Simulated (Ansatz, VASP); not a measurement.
**Two plane-wave programs on Ta2TiSi3**

```xyz
6
Lattice="5.1856 0.0000 0.0000 -2.5928 4.4909 0.0000 0.0000 0.0000 4.2895" Properties=species:S:1:pos:R:3 pbc="T T T"
Ti    0.0000    0.0000    0.0000
Ta    2.5928    1.4970    0.0000
Ta    0.0000    2.9939    0.0000
Si    2.5928    0.0000    2.1447
Si   -1.2964    2.2454    2.1447
Si    1.2964    2.2454    2.1447
```

Change from the starting cell: species swapped into the YB2Ir3 type (P6/mmm, No. 191).

Alike in both runs: functional PBE; k mesh 6 × 6 × 6; occupations gaussian, width 0.1 eV; no spin polarisation.

Ansatz relaxed the structure, and its values are those at the end. VASP's run is a single point on that final structure, the one shown.

```csv
,VASP,Ansatz
version,VASP 6.6.1,Ansatz 0.2.0
potentials or method,"VASP PAW PBE potentials, release 64 (Ti_sv, Ta_pv, Si), cutoff 520 eV","scalar-relativistic, plane waves, PAW"
valence electrons in the cell,46,50
```

|  | VASP | Ansatz | Ansatz less VASP |
| --- | --- | --- | --- |
| gap on the k mesh at the Fermi level (eV) | none | none | - |
| pressure (GPa) | 0.1 | 0.0 | -0.08 |

A gap of «none» marks a metal or a gap that the smearing closes. With one functional, cell and mesh, what is left measures potentials, basis and numerics. VASP's potentials hold 46 valence electrons a cell and Ansatz's 50, so a difference there can come from the potentials and not from the codes.

Spin-orbit coupling is off throughout.
